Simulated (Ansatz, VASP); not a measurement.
## InSe: VASP beside Ansatz

INCAR

```
SYSTEM = InSe
PREC = Accurate ; ENCUT = 520
EDIFF = 1E-6 ; ISMEAR = -1
SIGMA = 0.01 ; LREAL = .False.
LASPH = .True. ; NELM = 80
ALGO = Normal ; ISIF = 2
LWAVE = .False. ; LCHARG = .False.
GGA = PS ; NBANDS = 27
```

File KPOINTS:

```
Automatic mesh
0
Gamma
  7 7 7
  0 0 0
```

The input POSCAR:

```
InSe
1.0
    1.9599996573      1.1316063298      8.3166700000
   -1.9599996573      1.1316063298      8.3166700000
    0.0000000000     -2.2632126595      8.3166700000
In Se
2 2
Direct
    0.0000000000      0.0000000000      0.0000000000
    0.1122000000      0.1122000000      0.1122000000
    0.6155000000      0.6155000000      0.6155000000
    0.8300000000      0.8300000000      0.8300000000
```

Input for Ansatz:

```yaml
crystal:
  lattice:
    - [1.9599996573, 1.1316063298, 8.31667]
    - [-1.9599996573, 1.1316063298, 8.31667]
    - [0.0, -2.2632126595, 8.31667]
  atoms:
    - { symbol: In, position: [0.0, 0.0, 0.0] }
    - { symbol: In, position: [0.1122, 0.1122, 0.1122] }
    - { symbol: Se, position: [0.6155, 0.6155, 0.6155] }
    - { symbol: Se, position: [0.83, 0.83, 0.83] }
kpoints:
  mp_grid: { grid: [7, 7, 7] }
  band_path:
    path:
      - [0.0, 0.0, 0.0]
      - [-0.5, -0.5, -0.5]
      - [-0.5, -0.1790090928, -0.8209909072]
      - [-0.1790090928, 0.1790090928, -0.5]
      - [0.0, 0.0, -0.5]
      - [0.0, 0.0, 0.0]
      - [0.0, 0.3395045464, -0.3395045464]
      - [-0.3395045464, 0.0, -0.6604954536]
      - [-0.5, 0.0, -0.5]
    npoints: 5
scf:
  occupations: { method: fermi_dirac, width: 0.01 }
hamiltonian:
  xc: pbesol
  pseudopotentials: { kind: all_electron, lapw: { basis_error: 0.001 } }
output:
  forces: true
  stress: true
  eigenvalues: true
```

Change from the starting cell: equal xx and yy strain of -2 %.

Alike in both runs: task single point; functional PBEsol; k mesh 7 × 7 × 7; occupations fermi-dirac, width 0.01 eV; no spin polarisation.

```csv
,VASP,Ansatz
version,VASP 6.6.1,Ansatz 0.2.0
potentials or method,"VASP PAW PBE potentials, release 64 (In_d, Se), cutoff 520 eV","all-electron LAPW, scalar-relativistic"
```

|  | VASP | Ansatz | Ansatz less VASP |
| --- | --- | --- | --- |
| gap on the k mesh at the Fermi level (eV) | 0.83 | 0.84 | +0.013 |
| pressure (GPa) | 2.7 | 2.7 | -0.06 |
| traceless stress, the component that is largest in VASP (GPa) | -1.46 | -1.45 | +0.011 |
| rms of the force components (eV/Å) | 0.255 | 0.243 | -0.0122 |

VASP's potentials were made for PBE, not for PBEsol. Atom by atom the forces differ by 0.012 eV/Å (rms over components). Ansatz ran all-electron here, and VASP with PAW potentials.
